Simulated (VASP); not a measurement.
# Te in VASP: a series of runs

Te is run at these levels: PBE; tasks: single point, relaxation of cell and atoms.

All numbers are computed with VASP 6.6.1; they aren't measurements. Logs are shortened: lines on timing, memory, paths and dates and some standing lists are left out, and cuts for length are marked.

**1. The cell of the first run**

The typed cell holds 4 atoms: a = 3.214 Å, b = 6.348 Å, c = 6.428 Å, α = 90.00°, β = 90.06°, γ = 90.00°.

This isn't the form of Te at room conditions, which is trigonal, of chains.

**2. Single point, PBE**

Contents of INCAR:

```
SYSTEM = Te
PREC     = Accurate       ! precision mode
ENCUT    = 520            ! plane-wave cutoff, eV
EDIFF    = 1E-7           ! SCF threshold, eV
ISMEAR   = 0              ! smearing method
SIGMA    = 0.2            ! smearing width, eV
LREAL    = .FALSE.        ! projectors in reciprocal space
LASPH    = .TRUE.         ! aspherical terms in the spheres
NELM     = 80             ! most SCF steps
ALGO     = Normal         ! electronic algorithm
ISIF     = 2              ! what is computed and relaxed
LWAVE    = .FALSE.        ! write WAVECAR
LCHARG   = .FALSE.        ! write CHGCAR
GGA      = PE             ! functional
NBANDS   = 20             ! bands
```

Contents of KPOINTS:

```
Automatic mesh
0
G
  6 4 4
  0 0 0
```

Contents of POSCAR:

```
Te
1.0
   -2.2714360042      2.2737622981      0.0000000000
    0.0000000000      0.0000000000     -6.3479404500
   -4.5428720083     -4.5475245962      0.0000000000
Te
4
Direct
    0.5000000000      0.7500000000      0.7500000000
    0.5000000000      0.2500000000      0.7500000000
    0.5000000000      0.7500000000      0.2500000000
    0.5000000000      0.2500000000      0.2500000000
```

Potentials or basis: VASP PAW PBE potentials, release 64 (Te).

The run is started by

```console
$ cat potpaw_PBE.64/Te/POTCAR > POTCAR
$ mpirun -np 1 vasp_std > vasp.out
```

OUTCAR:

```text
SYSTEM = Te
   PREC = Accurate
   ENCUT = 520
   EDIFF = 1E-7
   ISMEAR = 0
   LREAL = .FALSE.
   LASPH = .TRUE.
   NELM = 80
   ISIF = 2
   GGA = PE

 ion  position               nearest neighbor table
   1  0.500  0.750  0.750-   2 3.17   2 3.17   3 3.21   3 3.21
   2  0.500  0.250  0.750-   1 3.17   1 3.17   4 3.21   4 3.21
   3  0.500  0.750  0.250-   4 3.17   4 3.17   1 3.21   1 3.21
   4  0.500  0.250  0.250-   3 3.17   3 3.17   2 3.21   2 3.21

  LATTYP: Found a simple monoclinic cell.
 ALAT       =     3.2139409623
 B/A-ratio  =     1.9751266512
 C/A-ratio  =     2.0000000000
 COS(beta)  =    -0.0010236268

  Lattice vectors:

 A1 = (  -2.2714360042,   2.2737622981,   0.0000000000)
 A2 = (   0.0000000000,   0.0000000000,  -6.3479404500)
 A3 = (  -4.5428720083,  -4.5475245962,   0.0000000000)

Analysis of symmetry for initial positions (statically):
=====================================================================
 Subroutine PRICEL returns following result:

  LATTYP: Found a base centered orthorhombic cell.
 ALAT       =     4.5428720083
 B/A-ratio  =     1.0010241512
 C/A-ratio  =     0.6986704048

  Lattice vectors:

 A1 = (  -2.2714360041,  -2.2737622981,   0.0000000000)
 A2 = (  -2.2714360042,   2.2737622981,   0.0000000000)
 A3 = (   0.0000000000,   0.0000000000,  -3.1739702250)

   4 primitive cells build up your supercell.

 Routine SETGRP: Setting up the symmetry group for a
 simple monoclinic supercell.

 Subroutine GETGRP returns: Found  4 space group operations
 (whereof  4 operations were pure point group operations)
 out of a pool of  4 trial point group operations.

The static configuration has the point symmetry C_2h.

Analysis of symmetry for dynamics (positions and initial velocities):
=====================================================================
 Subroutine PRICEL returns following result:

  LATTYP: Found a base centered orthorhombic cell.
 ALAT       =     4.5428720083
 B/A-ratio  =     1.0010241512
 C/A-ratio  =     0.6986704048

  Lattice vectors:

 A1 = (  -2.2714360041,  -2.2737622981,   0.0000000000)
 A2 = (  -2.2714360042,   2.2737622981,   0.0000000000)
 A3 = (   0.0000000000,   0.0000000000,  -3.1739702250)

   4 primitive cells build up your supercell.

 Routine SETGRP: Setting up the symmetry group for a
 simple monoclinic supercell.

 Subroutine GETGRP returns: Found  4 space group operations
 (whereof  4 operations were pure point group operations)
 out of a pool of  4 trial point group operations.

The dynamic configuration has the point symmetry C_2h.

 Subroutine INISYM returns: Found  4 space group operations
 (whereof  4 operations are pure point group operations),
 and found     4 'primitive' translations

----------------------------------------------------------------------------------------

                                     Primitive cell

  volume of cell :      32.7852

  direct lattice vectors                    reciprocal lattice vectors
    -2.271436004 -2.273762298  0.000000000    -0.220125066 -0.219899855  0.000000000
    -2.271436004  2.273762298  0.000000000    -0.220125066  0.219899855  0.000000000
     0.000000000  0.000000000 -3.173970225     0.000000000  0.000000000 -0.315062817

  length of vectors
     3.213940962  3.213940962  3.173970225     0.311144646  0.311144646  0.315062817

  position of ions in fractional coordinates (direct lattice)
     0.500000000  0.500000000  0.500000000

  ion indices of the primitive-cell ions
   primitive index   ion index
                 1           1

----------------------------------------------------------------------------------------

 KPOINTS: Automatic mesh

Automatic generation of k-mesh.
 Grid dimensions read from file:
 generate k-points for:    6    4    4

 Generating k-lattice:

  Cartesian coordinates                     Fractional coordinates (reciprocal lattice)
    -0.036687511  0.036649976  0.000000000     0.166666667  0.000000000  0.000000000
     0.000000000  0.000000000 -0.039382852     0.000000000  0.250000000  0.000000000
[... 60 lines left out ...]
      3      -5.3317      2.00000
      4      -4.0835      2.00000
      5       0.6722      2.00000
      6       1.2888      2.00000
[... 12 lines left out ...]
     19      12.8013      0.00000
     20      13.7905      0.00000

 k-point     6 :       0.1667    0.2500    0.0000
  band No.  band energies     occupation
      1      -6.6830      2.00000
      2      -5.4571      2.00000
      3      -5.0166      2.00000
      4      -3.7630      2.00000
      5       0.9708      2.00000
      6       1.5873      2.00000
[... 12 lines left out ...]
     19      12.9962      0.00000
     20      13.4108      0.00000

 k-point     7 :       0.3333    0.2500    0.0000
  band No.  band energies     occupation
      1      -5.8883      2.00000
      2      -4.6526      2.00000
      3      -4.2079      2.00000
      4      -2.9322      2.00000
      5       1.7059      2.00000
      6       2.0367      2.00000
[... 12 lines left out ...]
     19      10.5822      0.00000
     20      11.6470      0.00000
[... 277 lines left out ...]
 k-point    20 :       0.1667    0.2500    0.2500
  band No.  band energies     occupation
      1      -6.5049      2.00000
      2      -5.3645      2.00000
      3      -5.2777      2.00000
      4      -4.1203      2.00000
      5       1.7571      2.00000
      6       1.7775      2.00000
[... 12 lines left out ...]
     19      13.5329      0.00000
     20      14.9140      0.00000

 k-point    21 :       0.3333    0.2500    0.2500
  band No.  band energies     occupation
      1      -5.7094      2.00000
      2      -4.5609      2.00000
      3      -4.4715      2.00000
      4      -3.2987      2.00000
      5       2.2064      2.00000
      6       2.4874      2.00000
[... 12 lines left out ...]
     19      11.1727      0.00000
     20      12.1962      0.00000

 k-point    22 :       0.5000    0.2500    0.2500
  band No.  band energies     occupation
      1      -5.1513      2.00000
      2      -3.9906      2.00000
      3      -3.9002      2.00000
      4      -2.7061      2.00000
      5       0.8386      2.00000
      6       1.8883      2.00000
[... 12 lines left out ...]
     19      10.6895      0.00000
     20      11.2985      0.00000

 k-point    23 :      -0.3333    0.2500    0.2500
  band No.  band energies     occupation
      1      -5.7104      2.00000
      2      -4.5592      2.00000
      3      -4.4725      2.00000
      4      -3.2970      2.00000
      5       2.2091      2.00000
      6       2.4865      2.00000
[... 12 lines left out ...]
     19      11.1711      0.00000
     20      12.1925      0.00000

 k-point    24 :      -0.1667    0.2500    0.2500
  band No.  band energies     occupation
      1      -6.5055      2.00000
      2      -5.3633      2.00000
      3      -5.2783      2.00000
      4      -4.1192      2.00000
      5       1.7564      2.00000
      6       1.7747      2.00000
[... 12 lines left out ...]
     19      13.5470      0.00000
     20      14.9148      0.00000

 [... further k-points ...]
[... 5 lines left out ...]
  --------------------------------------------------------------------------------------
  -------------------------------------------------------------------------------------
  Total        0.8007895      0.7946306     -1.3630835     -1.7055523      0.0000000      0.0000000
  in kB        9.7834171      9.7081721    -16.6530832    -20.8370978      0.0000000      0.0000000
  external PRESSURE =       0.9461687 kB  Pullay stress =       0.0000000 kB

 VOLUME and BASIS-vectors are now :
 -----------------------------------------------------------------------------
  energy-cutoff  :      520.00
  volume of cell :      131.14
      direct lattice vectors                 reciprocal lattice vectors
    -2.271436004  2.273762298  0.000000000    -0.220125066  0.219899855  0.000000000
     0.000000000  0.000000000 -6.347940450     0.000000000  0.000000000 -0.157531408
    -4.542872008 -4.547524596  0.000000000    -0.110062533 -0.109949928  0.000000000

 POSITION                                       TOTAL-FORCE (eV/Angst)
 -----------------------------------------------------------------------------------
     -4.54287     -2.27376     -4.76096        -0.000000      0.000000      0.000000
     -4.54287     -2.27376     -1.58699        -0.000000      0.000000     -0.000000
     -2.27144      0.00000     -4.76096         0.000000     -0.000000      0.000000
     -2.27144      0.00000     -1.58699         0.000000      0.000000      0.000000
 -----------------------------------------------------------------------------------
    total drift:                                0.000000      0.000000      0.000000

  FREE ENERGIE OF THE ION-ELECTRON SYSTEM (eV)
  ---------------------------------------------------
  free  energy   TOTEN  =       -12.2871081620 eV

  energy  without entropy=      -12.2253018801  energy(sigma->0) =      -12.25620502
```

Wall time 30 s (1 thread of Intel Xeon 6975P-C (Granite Rapids), shared host); peak memory 0.26 GiB.

What came out:

```
Free energy            : -12.2871 eV
Pressure               : 0.1 GPa
Band gap on the k mesh : zero (bands 12 and 13 overlap by 3.45 eV)
```

Levels at points of the mesh, in eV from the Fermi level:
| k point | band 8 | band 9 | band 10 | band 11 | band 12 | band 13 | band 14 | band 15 | band 16 | band 17 |
| --- | --- | --- | --- | --- | --- | --- | --- | --- | --- | --- |
| (0.00, 0.00, 0.00) | -4.28 | 1.08 | 1.09 | 1.38 | 2.20 | 2.40 | 2.50 | 2.51 | 2.69 | 3.77 |
| (0.50, 0.00, 0.00) | -4.38 | -4.29 | -3.08 | -2.90 | -2.89 | 2.18 | 2.19 | 2.41 | 2.69 | 3.77 |
| (0.00, 0.50, 0.00) | -3.03 | -1.50 | -1.50 | 1.70 | 1.70 | 1.71 | 1.71 | 3.00 | 3.00 | 4.87 |
| (0.50, 0.50, 0.00) | -3.75 | -3.74 | -3.74 | -1.50 | -1.50 | -0.06 | -0.06 | 2.98 | 2.98 | 3.01 |
| (0.00, 0.00, 0.50) | -3.12 | -1.48 | -1.48 | 1.66 | 1.66 | 1.96 | 1.96 | 3.07 | 3.07 | 4.75 |
| (0.50, 0.00, 0.50) | -3.87 | -3.69 | -3.69 | -1.59 | -1.59 | -0.03 | -0.03 | 2.96 | 2.96 | 3.26 |
| (0.00, 0.50, 0.50) | -2.49 | -2.35 | -2.35 | -2.35 | -2.35 | 2.28 | 2.28 | 2.28 | 2.28 | 7.08 |
| (0.50, 0.50, 0.50) | -4.61 | -1.09 | -1.09 | -1.09 | -1.09 | -0.73 | -0.73 | -0.73 | -0.73 | 5.13 |

Caveat: spin-orbit coupling is left out, which moves the levels of the heavy elements.

**3. Single point, PBE**

This run uses another cell than the first one: it holds 1 atom, not 4.

Contents of INCAR:

```
PREC     = Accurate       # precision mode
ENCUT    = 520            # plane-wave cutoff, eV
EDIFF    = 1E-6           # SCF threshold, eV
ISMEAR   = 0              # smearing method
SIGMA    = 0.1            # smearing width, eV
LREAL    = False          # projectors in reciprocal space
LASPH    = True           # aspherical terms in the spheres
NELM     = 60             # most SCF steps
ALGO     = Normal         # electronic algorithm
ISIF     = 2              # what is computed and relaxed
LWAVE    = False          # write WAVECAR
LCHARG   = True           # write CHGCAR
GGA      = PE             # functional
LELF     = True           # ELF
LVHAR    = True         
NBANDS   = 9              # bands
```

Contents of KPOINTS:

```
regular mesh
0
Gamma
  16 16 18
```

Contents of POSCAR:

```
Te
1.0
    2.2714360042     -2.2737622981      0.0000000000
    2.2714360042      2.2737622981      0.0000000000
    0.0000000000      0.0000000000      3.1739702250
Te
1
Direct
    0.5000000000      0.5000000000      0.5000000000
```

Potentials or basis: VASP PAW PBE potentials, release 64 (Te).

The run is started by

```console
$ cat potpaw_PBE.64/Te/POTCAR > POTCAR
$ mpirun -np 1 vasp_std > vasp.out
```

Run time: 29 s. Hardware: 1 thread of Intel Xeon 6975P-C (Granite Rapids), shared host; peak memory 0.31 GiB.

It converged, with:

| Item | Value |
| --- | --- |
| Free energy | -3.1013 eV |
| Pressure | 0.0 GPa |
| Band gap on the k mesh | zero (bands 3 and 4 overlap by 5.41 eV) |

Levels at points of the mesh, in eV from the Fermi level:
```csv
k point,band 1,band 2,band 3,band 4,band 5,band 6
"(0.00, 0.00, 0.00)",-13.57,1.10,1.11,1.39,6.01,6.07
"(0.50, 0.00, 0.00)",-11.91,-5.89,2.42,2.71,7.81,9.43
"(0.50, 0.50, 0.00)",-10.21,-4.37,-4.36,2.21,3.97,10.88
"(0.00, 0.00, 0.50)",-11.77,-5.96,2.53,2.53,7.86,9.40
"(0.50, 0.00, 0.50)",-10.07,-4.45,-4.26,2.21,3.79,10.80
"(0.50, 0.50, 0.50)",-8.28,-3.07,-2.87,-2.86,4.44,4.45
```

Caveat: spin-orbit coupling is left out, which moves the levels of the heavy elements.

**4. Single point, PBE**

This run uses another cell than the first one: it holds 1 atom, not 4.

Contents of INCAR:

```
SYSTEM = Te
  PREC = Accurate
  ENCUT = 520
  EDIFF = 1E-6
  ISMEAR = 0
  SIGMA = 0.1
  LREAL = .FALSE.
  LASPH = .TRUE.
  NELM = 80
  ALGO = Normal
  ISIF = 2
  LWAVE = .FALSE.
  LCHARG = .TRUE.
  GGA = PE
  LELF = .TRUE.
  LVHAR = .TRUE.
  NBANDS = 9
```

Contents of KPOINTS:

```
regular mesh
0
G
  18 18 16
  0 0 0
```

Contents of POSCAR:

```
Te
1.0
    3.1861328684      0.0000000000      0.0000000000
    0.0000000000      3.1898444707      0.0000000000
    0.0000000000      0.0000000000      3.2256634854
Te
1
Direct
    0.5000000000      0.5000000000      0.5000000000
```

The run is started by

```console
$ cat potpaw_PBE.64/Te/POTCAR > POTCAR
$ mpirun -np 1 vasp_std > vasp.out
```

Wall time 36 s (1 thread of Intel Xeon 6975P-C (Granite Rapids), shared host); peak memory 0.35 GiB.

It converged, with:

```yaml
Free_energy: -3.0997 eV
Pressure: 0.0 GPa
Band_gap_on_the_k_mesh: zero (bands 3 and 4 overlap by 5.40 eV)
```

Levels at points of the mesh, in eV from the Fermi level:
| k point | band 1 | band 2 | band 3 | band 4 | band 5 | band 6 | band 7 |
| --- | --- | --- | --- | --- | --- | --- | --- |
| (0.00, 0.00, 0.00) | -13.59 | 1.00 | 1.25 | 1.27 | 5.95 | 6.09 | 6.51 |
| (0.50, 0.00, 0.00) | -11.84 | -5.97 | 2.39 | 2.64 | 7.81 | 9.39 | 9.64 |
| (0.00, 0.50, 0.00) | -11.85 | -5.96 | 2.38 | 2.65 | 7.81 | 9.39 | 9.66 |
| (0.50, 0.50, 0.00) | -10.05 | -4.39 | -4.37 | 2.18 | 3.72 | 10.75 | 12.21 |
| (0.00, 0.00, 0.50) | -11.97 | -5.90 | 2.54 | 2.56 | 7.79 | 9.40 | 9.81 |
| (0.50, 0.00, 0.50) | -10.18 | -4.48 | -4.29 | 2.18 | 3.87 | 10.82 | 12.37 |
| (0.00, 0.50, 0.50) | -10.19 | -4.47 | -4.30 | 2.18 | 3.89 | 10.83 | 12.40 |
| (0.50, 0.50, 0.50) | -8.31 | -3.04 | -3.02 | -2.84 | 4.38 | 4.49 | 4.50 |

Caveat: spin-orbit coupling is left out, which moves the levels of the heavy elements.

**5. Relaxation of cell and atoms, PBE**

This run uses another cell than the first one, of 32.70 Å³/atom.

Contents of INCAR:

```
ALGO     = Normal         # electronic algorithm
EDIFF    = 1E-6           # SCF threshold, eV
EDIFFG   = -0.025         # ionic threshold
ENCUT    = 600            # plane-wave cutoff, eV
GGA      = PE             # functional
IBRION   = 2              # ionic algorithm
ISIF     = 3              # what is computed and relaxed
ISMEAR   = 0              # smearing method
LASPH    = T              # aspherical terms in the spheres
LCHARG   = F              # write CHGCAR
LREAL    = F              # projectors in reciprocal space
LWAVE    = F              # write WAVECAR
NELM     = 60             # most SCF steps
NSW      = 80             # ionic steps
PREC     = Accurate       # precision mode
SIGMA    = 0.2            # smearing width, eV
```

Contents of KPOINTS:

```
k-points
0
Gamma
  6 4 4
```

Contents of POSCAR:

```
Te
1.0
   -2.2932151828      2.2572934841      0.0230553290
    0.0891772837      0.0247196629     -6.3226869279
   -4.5834817257     -4.5116413450      0.0815279011
Te
4
Direct
    0.4814159195      0.7508530159      0.7441083557
    0.5168757072      0.2480117992      0.7547502924
    0.4896111984      0.7562022090      0.2561228179
    0.5120971749      0.2449329759      0.2450185339
```

The run is started by

```console
$ cat potpaw_PBE.64/Te/POTCAR > POTCAR
$ mpirun -np 1 vasp_std > vasp.out
```

Run time: 7.5 min. Hardware: 1 thread of Intel Xeon 6975P-C (Granite Rapids), shared host; peak memory 0.34 GiB.

The run converged. Its results:

| Item | Value |
| --- | --- |
| Free energy | -12.3874 eV |
| Relaxed volume | 33.24 Å³/atom |
| Relaxed cell | a = 3.367 Å, b = 6.180 Å, c = 6.390 Å, α = 89.64°, β = 89.73°, γ = 90.02° |
| Space group after relaxing (to 0.1 Å) | Pmmm (No. 47) |
| Energy gained by relaxing | 29.1 meV/atom |
| Ionic steps | 16 |
| Pressure after relaxing | -0.1 GPa |
| Largest force after relaxing | 0.021 eV/Å |

Forces in eV/Å, atoms in the order of the input:
```
Te  -0.011 -0.001 -0.007
Te   0.012  0.004  0.006
Te  -0.004  0.018  0.004
Te   0.004 -0.020 -0.003
```

Step by step:
```tsv
step	energy change (eV)	largest force (eV/Å)	pressure (GPa)	volume (Å³)
1	0.0000	0.2372	0.31	130.80
2	-0.0804	0.2484	0.09	131.94
3	-0.1000	0.2252	0.16	132.68
4	-0.1074	0.1318	-0.19	133.52
5	-0.1094	0.0675	-0.48	134.29
6	-0.1128	0.0551	0.04	132.95
7	-0.1128	0.0545	0.00	133.01
8	-0.1133	0.0492	0.01	132.94
9	-0.1142	0.0369	0.03	132.74
10	-0.1147	0.0343	0.03	132.74
11	-0.1155	0.0297	0.04	132.75
12	-0.1144	0.0423	0.08	132.76
13	-0.1156	0.0296	0.05	132.76
14	-0.1159	0.0261	-0.02	132.92
15	-0.1160	0.0247	-0.11	133.11
16	-0.1162	0.0210	-0.07	132.97
```

Final structure:
```
Te
1.0
    -2.38565    2.37658   -0.00109
    -0.00979   -0.01628   -6.17966
    -4.53079   -4.50583   -0.02069
Te
4
Direct
  0.49708 0.74981 0.74983
  0.50247 0.25010 0.75023
  0.49634 0.75011 0.25024
  0.50411 0.24999 0.24970
```

Levels at points of the mesh, in eV from the Fermi level:
```tsv
k point	band 8	band 9	band 10	band 11	band 12	band 13	band 14	band 15	band 16
(0.00, 0.00, 0.00)	-4.02	0.21	1.29	1.58	1.87	2.12	2.32	2.95	3.19
(0.50, 0.00, 0.00)	-3.97	-3.68	-3.48	-2.96	-2.19	2.26	2.28	2.31	3.11
(0.00, 0.50, 0.00)	-2.72	-1.15	-1.15	0.92	0.92	2.00	2.00	2.28	2.28
(0.50, 0.50, 0.00)	-3.96	-3.23	-3.23	-1.56	-1.55	-0.06	-0.06	2.97	2.98
(0.00, 0.00, 0.50)	-3.00	-1.12	-1.12	0.81	0.81	2.45	2.46	2.72	2.72
(0.50, 0.00, 0.50)	-4.27	-3.05	-3.05	-1.83	-1.82	-0.03	-0.02	3.09	3.10
(0.00, 0.50, 0.50)	-2.27	-2.03	-2.02	-1.99	-1.98	1.50	1.51	1.52	1.52
(0.50, 0.50, 0.50)	-4.16	-1.26	-1.24	-1.22	-1.20	-0.79	-0.79	-0.75	-0.75
```

Caveat: the highest band is partly filled, so the run has too few bands; spin-orbit coupling is left out, which moves the levels of the heavy elements.

**6. Summary**

```tsv
task	cell	k mesh	cutoff (eV)	smearing	gap on the mesh (eV)	pressure (GPa)
single point	a = 3.214, b = 6.348, c = 6.428 Å, angles 90.0, 90.1, 90.0°, 4 atoms, atomic positions A	6 × 4 × 4	520	gaussian 0.2 eV	none	0.1
single point	a = 3.214, b = 3.214, c = 3.174 Å, angles 90.0, 90.0, 90.1°, 1 atom, atomic positions B	16 × 16 × 18	520	gaussian 0.1 eV	none	0.0
single point	a = 3.186, b = 3.190, c = 3.226 Å, 1 atom, atomic positions B	18 × 18 × 16	520	gaussian 0.1 eV	none	0.0
relaxation of cell and atoms	relaxed from a = 3.218, b = 6.323, c = 6.432 Å, angles 91.5, 89.1, 90.8°, 4 atoms, atomic positions C	6 × 4 × 4	600	gaussian 0.2 eV	-	-0.1
```

Alike in all rows: level PBE; potentials or basis VASP PAW PBE potentials, release 64 (Te); no spin polarisation.

Caveats: spin-orbit coupling is left out, which moves the levels of the heavy elements; the highest band is partly filled, so the run has too few bands (at least some runs).

Total energies depend on the potentials used, so only differences within one code and one set of settings carry meaning.
